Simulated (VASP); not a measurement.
# LiZn3 (Fm-3m) in VASP: notebook, part 2 of 2

VASP 6.6.1. The steps go on from the part before.

## 4. Relaxation of cell and atoms, LDA

This run uses another cell than the first one, of 13.65 Å³/atom.

INCAR reads:

```
SYSTEM = LiZn3
PREC = Accurate ; ENCUT = 600
EDIFF = 1E-7 ; ISMEAR = 1
SIGMA = 0.15 ; LREAL = .FALSE.
LASPH = .TRUE. ; NELM = 100
ALGO = Normal ; ISIF = 3
LWAVE = .FALSE. ; LCHARG = .FALSE.
GGA = CA ; IBRION = 2
NSW = 80 ; EDIFFG = -0.05
```

KPOINTS reads:

```
Automatic mesh
0
G
  6 6 6
  0 0 0
```

POSCAR reads:

```
LiZn3
1.0
    0.0000000000      3.0111110000      3.0111110000
    3.0111110000      0.0000000000      3.0111110000
    3.0111110000      3.0111110000      0.0000000000
Li Zn
1 3
Direct
    0.0000000000      0.0000000000      0.0000000000
    0.2500000000      0.2500000000      0.2500000000
    0.7500000000      0.7500000000      0.7500000000
    0.5000000000      0.5000000000      0.5000000000
```

Potentials or basis: VASP PAW LDA potentials, release 64 (Li_sv, Zn).

Started as:

```console
$ cat potpaw_LDA.64/Li_sv/POTCAR potpaw_LDA.64/Zn/POTCAR > POTCAR
$ mpirun -np 1 vasp_std > vasp.out
```

OUTCAR:

```text
SYSTEM = LiZn3
   PREC = Accurate
   ENCUT = 600
   EDIFF = 1E-7
   ISMEAR = 1
   LREAL = .FALSE.
   LASPH = .TRUE.
   NELM = 100
   ISIF = 3
   GGA = CA
   IBRION = 2
   NSW = 80
   EDIFFG = -0.05

 ion  position               nearest neighbor table
   1  0.000  0.000  0.000-   2 2.61   3 2.61   3 2.61   3 2.61   3 2.61   2 2.61   2 2.61   2 2.61

   2  0.250  0.250  0.250-   1 2.61   4 2.61   1 2.61   1 2.61   1 2.61   4 2.61   4 2.61   4 2.61
                             3 3.01   3 3.01   3 3.01   3 3.01   3 3.01   3 3.01
   3  0.750  0.750  0.750-   1 2.61   4 2.61   4 2.61   4 2.61   4 2.61   1 2.61   1 2.61   1 2.61
                             2 3.01   2 3.01   2 3.01   2 3.01   2 3.01   2 3.01
   4  0.500  0.500  0.500-   2 2.61   3 2.61   2 2.61   2 2.61   2 2.61   3 2.61   3 2.61   3 2.61

  LATTYP: Found a face centered cubic cell.
 ALAT       =     6.0222220000

  Lattice vectors:

 A1 = (   0.0000000000,   3.0111110000,   3.0111110000)
 A2 = (   3.0111110000,   0.0000000000,   3.0111110000)
 A3 = (   3.0111110000,   3.0111110000,   0.0000000000)

Analysis of symmetry for initial positions (statically):
=====================================================================
 Subroutine PRICEL returns:
 Original cell was already a primitive cell.

 Routine SETGRP: Setting up the symmetry group for a
 face centered cubic supercell.

 Subroutine GETGRP returns: Found 48 space group operations
 (whereof 48 operations were pure point group operations)
 out of a pool of 48 trial point group operations.

The static configuration has the point symmetry O_h .

Analysis of symmetry for dynamics (positions and initial velocities):
=====================================================================
 Subroutine PRICEL returns:
 Original cell was already a primitive cell.

 Routine SETGRP: Setting up the symmetry group for a
 face centered cubic supercell.

 Subroutine GETGRP returns: Found 48 space group operations
 (whereof 48 operations were pure point group operations)
 out of a pool of 48 trial point group operations.

The dynamic configuration has the point symmetry O_h .

 Subroutine INISYM returns: Found 48 space group operations
 (whereof 48 operations are pure point group operations),
 and found     1 'primitive' translations

----------------------------------------------------------------------------------------

                                     Primitive cell

  volume of cell :      54.6022

  direct lattice vectors                    reciprocal lattice vectors
     0.000000000  3.011111000  3.011111000    -0.166051667  0.166051667  0.166051667
     3.011111000  0.000000000  3.011111000     0.166051667 -0.166051667  0.166051667
     3.011111000  3.011111000  0.000000000     0.166051667  0.166051667 -0.166051667

  length of vectors
     4.258354014  4.258354014  4.258354014     0.287609923  0.287609923  0.287609923

  position of ions in fractional coordinates (direct lattice)
[... 110 lines left out ...]
 maximum number of plane-waves:      1853
 NGX is ok and might be reduce to    36
   NGX = 17   NGY = 17   NGZ = 17

--------------------------------------- Ionic step        1  -------------------------------------------

 number of electron      38.9999963 magnetization

 Free energy of the ion-electron system (eV)
  ---------------------------------------------------
  ext. energy  EPLUGINS =         0.00000000
  ---------------------------------------------------
  free energy    TOTEN  =        -8.38532662 eV

  energy without entropy =       -8.38548566  energy(sigma->0) =       -8.38537963

------------------------ aborting loop because EDIFF is reached ----------------------------------------

  FORCE on cell =-STRESS in cart. coord.  units (eV):
  Direction    XX          YY          ZZ          XY          YZ          ZX
  --------------------------------------------------------------------------------------
  -------------------------------------------------------------------------------------
  Total       -1.5388111     -1.5388111     -1.5388111      0.0000000      0.0000000      0.0000000
  in kB      -45.1528959    -45.1528959    -45.1528959      0.0000000      0.0000000      0.0000000
  external PRESSURE =     -45.1528959 kB  Pullay stress =       0.0000000 kB

 VOLUME and BASIS-vectors are now :
 -----------------------------------------------------------------------------
  energy-cutoff  :      600.00
  volume of cell :       54.60
      direct lattice vectors                 reciprocal lattice vectors
     0.000000000  3.011111000  3.011111000    -0.166051667  0.166051667  0.166051667
     3.011111000  0.000000000  3.011111000     0.166051667 -0.166051667  0.166051667
     3.011111000  3.011111000  0.000000000     0.166051667  0.166051667 -0.166051667

 POSITION                                       TOTAL-FORCE (eV/Angst)
 -----------------------------------------------------------------------------------
      0.00000      0.00000      0.00000        -0.000000      0.000000      0.000000
      1.50556      1.50556      1.50556         0.000000      0.000000     -0.000000
      4.51667      4.51667      4.51667        -0.000000     -0.000000      0.000000
      3.01111      3.01111      3.01111        -0.000000      0.000000      0.000000
 -----------------------------------------------------------------------------------
    total drift:                                0.000000      0.000000      0.000000

  FREE ENERGIE OF THE ION-ELECTRON SYSTEM (eV)
  ---------------------------------------------------
  free  energy   TOTEN  =        -8.3853266207 eV

  energy  without entropy=       -8.3854856552  energy(sigma->0) =       -8.38537963

--------------------------------------- Ionic step        2  -------------------------------------------

 number of electron      39.0000019 magnetization

 Free energy of the ion-electron system (eV)
  ---------------------------------------------------
  ext. energy  EPLUGINS =         0.00000000
  ---------------------------------------------------
  free energy    TOTEN  =        -8.43290587 eV

  energy without entropy =       -8.43257490  energy(sigma->0) =       -8.43279555

 E-fermi :   3.2794     XC(G=0): -11.7688

 val. band max:        3.1979577844   @ k =   0.3333   0.3333   0.0000
 cond. band min:       3.3470890820   @ k =   0.3333   0.1667   0.0000
 fundamental gap:      0.1491312976
 Fermi energy:         3.2794242008

 k-point     1 :       0.0000    0.0000    0.0000
  band No.  band energies     occupation
      1     -41.6998      2.00000
      2      -6.6726      2.00000
      3      -5.0194      2.00000
      4      -5.0194      2.00000
      5      -4.6980      2.00000
      6      -4.6980      2.00000
[... 405 lines left out ...]
     22       7.4280      0.00000
     23       9.8666      0.00000

------------------------ aborting loop because EDIFF is reached ----------------------------------------

  FORCE on cell =-STRESS in cart. coord.  units (eV):
  Direction    XX          YY          ZZ          XY          YZ          ZX
  --------------------------------------------------------------------------------------
  -------------------------------------------------------------------------------------
  Total       -0.1352120     -0.1352120     -0.1352120     -0.0000000     -0.0000000     -0.0000000
  in kB       -4.1968454     -4.1968454     -4.1968454     -0.0000000     -0.0000000     -0.0000000
  external PRESSURE =      -4.1968454 kB  Pullay stress =       0.0000000 kB

 VOLUME and BASIS-vectors are now :
 -----------------------------------------------------------------------------
  energy-cutoff  :      600.00
  volume of cell :       51.62
      direct lattice vectors                 reciprocal lattice vectors
    -0.000000000  2.955227540  2.955227540    -0.169191710  0.169191710  0.169191710
     2.955227540  0.000000000  2.955227540     0.169191710 -0.169191710  0.169191710
     2.955227540  2.955227540  0.000000000     0.169191710  0.169191710 -0.169191710

 POSITION                                       TOTAL-FORCE (eV/Angst)
 -----------------------------------------------------------------------------------
      2.95523      0.00000      2.95523        -0.000000      0.000000      0.000000
      1.47761      1.47761      1.47761        -0.000000     -0.000000     -0.000000
      4.43284      4.43284      4.43284         0.000000      0.000000      0.000000
      2.95523      2.95523      2.95523        -0.000000      0.000000      0.000000
 -----------------------------------------------------------------------------------
    total drift:                                0.000000      0.000000      0.000000

  FREE ENERGIE OF THE ION-ELECTRON SYSTEM (eV)
  ---------------------------------------------------
  free  energy   TOTEN  =        -8.4329058729 eV

  energy  without entropy=       -8.4325749036  energy(sigma->0) =       -8.43279555

 reached required accuracy - stopping structural energy minimisation
```

OSZICAR:

```text
N       E                     dE             d eps       ncg     rms          rms(c)
DAV:   1     0.213836631115E+03    0.21384E+03   -0.20941E+04   736   0.274E+03
DAV:   2     0.162425450692E+01   -0.21221E+03   -0.20983E+03   743   0.422E+02
DAV:   3    -0.893949570705E+01   -0.10564E+02   -0.10522E+02   933   0.110E+02
[... 24 lines left out ...]
DAV:   8    -0.843290446113E+01    0.11511E-04   -0.19148E-04   880   0.397E-01    0.833E-03
DAV:   9    -0.843290586002E+01   -0.13989E-05   -0.22664E-05   820   0.654E-02    0.493E-03
DAV:  10    -0.843290636865E+01   -0.50863E-06   -0.17757E-06   855   0.429E-02    0.595E-03
DAV:  11    -0.843290586160E+01    0.50704E-06   -0.16558E-06   834   0.674E-02    0.190E-03
DAV:  12    -0.843290587289E+01   -0.11287E-07   -0.25731E-07   547   0.620E-03
   2 F= -.84329059E+01 E0= -.84327955E+01  d E =-.475793E-01
```

It took 2.2 min on 1 thread of AMD EPYC 7R13, shared host; peak memory 0.15 GiB.

Results:

| Property | Result |
| --- | --- |
| Free energy | -8.4329 eV |
| Relaxed volume | 12.90 Å³/atom |
| Relaxed cell | a = 4.179 Å, b = 4.179 Å, c = 4.179 Å, α = 60.00°, β = 60.00°, γ = 60.00° |
| Space group after relaxing (to 0.1 Å) | Fm-3m (No. 225) |
| Energy gained by relaxing | 11.9 meV/atom |
| Ionic steps | 2 |
| Pressure after relaxing | -0.4 GPa |
| Band gap on the k mesh | zero (an odd number of electrons rules out a gap without spin polarisation) |

The path:
| step | energy change (eV) | largest force (eV/Å) | pressure (GPa) | volume (Å³) |
| --- | --- | --- | --- | --- |
| 1 | 0.0000 | 0.0000 | -4.52 | 54.60 |
| 2 | -0.0476 | 0.0000 | -0.42 | 51.62 |

Final structure:
```
CELL_PARAMETERS angstrom
0.00000 2.95523 2.95523
2.95523 0.00000 2.95523
2.95523 2.95523 0.00000
ATOMIC_POSITIONS crystal
Li 0.00000 0.00000 0.00000
Zn 0.25000 0.25000 0.25000
Zn 0.75000 0.75000 0.75000
Zn 0.50000 0.50000 0.50000
```

Caveat: the cutoff is under 1.25 times the usual one of these potentials, so pressure, stress and relaxed cells hold a basis-set (Pulay) error.

## 5. Relaxation of cell and atoms, LDA, target pressure 2 GPa, at which the enthalpy is minimised

This run uses another cell than the first one, of 13.65 Å³/atom.

INCAR reads:

```
ALGO = Normal ; EDIFF = 1E-6
EDIFFG = -0.05 ; ENCUT = 600
IBRION = 2 ; ISIF = 3
ISMEAR = 1 ; LASPH = T
LCHARG = F ; LREAL = F
LWAVE = F ; NELM = 60
NSW = 80 ; PREC = Accurate
PSTRESS = 20.0 ; SIGMA = 0.15
```

KPOINTS reads:

```
k-points
0
Gamma
  6 6 6
```

POSCAR is that of step 4.

Started as:

```console
$ cat potpaw_LDA.64/Li_sv/POTCAR potpaw_LDA.64/Zn/POTCAR > POTCAR
$ mpirun -np 1 vasp_std > vasp.out
```

Run time: 2 min. Hardware: 1 thread of AMD EPYC 7R13, shared host; peak memory 0.15 GiB.

The run converged. Its results:

- Free energy: -8.4277 eV
- Relaxed volume: 12.59 Å³/atom
- Relaxed cell: a = 4.145 Å, b = 4.145 Å, c = 4.145 Å, α = 60.00°, β = 60.00°, γ = 60.00°
- Space group after relaxing (to 0.1 Å): Fm-3m (No. 225)
- Energy change on relaxing (the run minimises the enthalpy): -10.6 meV/atom
- Ionic steps: 2
- Pressure after relaxing: 1.8 GPa
- Band gap on the k mesh: zero (an odd number of electrons rules out a gap without spin polarisation)

The path:
```
step  energy change (eV)  largest force (eV/Å)  pressure (GPa)  volume (Å³)
   1              0.0000                0.0000           -4.50        54.60
   2             -0.0423                0.0000            1.80        50.34
```

Final structure:
```
CELL_PARAMETERS angstrom
0.00000 2.93070 2.93070
2.93070 0.00000 2.93070
2.93070 2.93070 0.00000
ATOMIC_POSITIONS crystal
Li 0.00000 0.00000 0.00000
Zn 0.25000 0.25000 0.25000
Zn 0.75000 0.75000 0.75000
Zn 0.50000 0.50000 0.50000
```

Levels at points of the mesh, in eV from the Fermi level:
| k point | band 16 | band 17 | band 18 | band 19 | band 20 | band 21 | band 22 | band 23 |
| --- | --- | --- | --- | --- | --- | --- | --- | --- |
| (0.00, 0.00, 0.00) | -7.19 | -7.19 | 2.80 | 2.80 | 2.80 | 3.64 | 3.64 | 3.74 |
| (0.50, 0.00, 0.00) | -7.14 | -6.27 | -6.15 | 1.41 | 1.41 | 2.41 | 2.41 | 2.83 |
| (0.50, 0.50, 0.00) | -7.07 | -5.48 | -5.08 | -2.26 | -2.26 | -0.37 | 3.01 | 10.76 |

Caveat: the cutoff is under 1.25 times the usual one of these potentials, so pressure, stress and relaxed cells hold a basis-set (Pulay) error; the cell is relaxed towards a set pressure, so the run minimises the enthalpy, not the energy.

## 6. Overview

```tsv
task	cell	cutoff (eV)	gap on the mesh (eV)	pressure (GPa)
single point	a = 4.201 Å, angles 60.0°, 4 atoms	520	none	-
relaxation of cell and atoms	relaxed to -2 GPa from a = 4.258 Å, angles 60.0°, 4 atoms	600	none	-2.3
relaxation of cell and atoms	relaxed from a = 4.258 Å, angles 60.0°, 4 atoms	600	none	-0.4
relaxation of cell and atoms	relaxed to 2 GPa from a = 4.258 Å, angles 60.0°, 4 atoms	600	none	1.8
```

Alike in all rows: level LDA; potentials or basis VASP PAW LDA potentials, release 64 (Li_sv, Zn); no spin polarisation; k mesh 6 × 6 × 6; smearing methfessel-paxton 0.15 eV.

Caveats: the cutoff is under 1.25 times the usual one of these potentials, so pressure, stress and relaxed cells hold a basis-set (Pulay) error; the cell is relaxed towards a set pressure, so the run minimises the enthalpy, not the energy (at least some runs).

Absolute energies hang on the potentials; compare differences alone.

The gap in the log of VASP goes by the Fermi energy; the results here count the filled bands.